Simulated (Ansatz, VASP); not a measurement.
# MgZn4O: VASP beside Ansatz

```
Mg Zn O
1.0
     2.95000    0.00000    0.00000
    -1.47500    2.55477    0.00000
     0.00000    0.00000   10.67000
Mg Zn O
1 4 1
Direct
  0.33333 0.66667 0.10000
  0.66667 0.33333 0.90000
  0.33333 0.66667 0.52000
  0.00000 0.00000 0.71000
  0.00000 0.00000 0.32000
  0.00000 0.00000 0.00000
```

Alike in both runs: task relaxation of cell and atoms; functional PBE; k mesh 6 × 6 × 2; occupations gaussian, width 0.2 eV; no spin polarisation.

```csv
,VASP,Ansatz
version,VASP 6.6.1,Ansatz 0.2.0
potentials or method,"VASP PAW PBE potentials, release 64 (Mg, Zn, O), cutoff 600 eV","scalar-relativistic, plane waves, PAW"
valence electrons in the cell,56,64
```

VASP gave:

| Property | Result |
| --- | --- |
| gap on the k mesh at the Fermi level, each at its own relaxed structure (eV) | none |
| relaxed volume (Å³/atom) | 14.80 |
| relaxed cell length with the largest relative difference (Å) | 11.152 |

Problem. Which values does Ansatz return?

Solution. gap on the k mesh at the Fermi level, each at its own relaxed structure (eV): none; relaxed volume (Å³/atom): 14.73; relaxed cell length with the largest relative difference (Å): 11.111.

A gap of «none» marks a metal or a gap that the smearing closes. VASP's potentials hold 56 valence electrons a cell and Ansatz's 64, so a difference there can come from the potentials and not from the codes.

The k mesh is coarse, so the values compare programs but aren't converged.
